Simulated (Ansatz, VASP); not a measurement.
**Two plane-wave programs on Be2ZnTe2Se**

```
Be Zn Te Se
1.0
     3.89567    0.00000    0.00000
    -1.94784    3.37375    0.00000
     0.00000    0.00000   10.75194
Be Zn Te Se
2 1 2 1
Direct
  0.33333 0.66667 0.50000
  0.66667 0.33333 0.50000
  0.00000 0.00000 0.50000
  0.00000 0.00000 0.75646
  0.00000 0.00000 0.24354
  0.00000 0.00000 0.00000
```

Alike in both runs: functional PBE; k mesh 6 × 6 × 4; occupations gaussian, width 0.1 eV; no spin polarisation.

Ansatz relaxed the structure, and its values are those at the end. VASP's run is a single point on that final structure, the one shown.

|  | VASP | Ansatz |
| --- | --- | --- |
| version | VASP 6.6.1 | Ansatz 0.2.0 |
| potentials or method | VASP PAW PBE potentials, release 64 (Be, Zn, Te, Se), cutoff 520 eV | scalar-relativistic, plane waves, PAW |
| valence electrons in the cell | 34 | 64 |

|  | VASP | Ansatz | Ansatz less VASP |
| --- | --- | --- | --- |
| gap on the k mesh at the Fermi level (eV) | none | none | - |
| pressure (GPa) | 0.1 | 0.0 | -0.06 |

A gap of «none» marks a metal or a gap that the smearing closes. VASP's potentials hold 34 valence electrons a cell and Ansatz's 64, so a difference there can come from the potentials and not from the codes.

Spin-orbit coupling is off throughout.
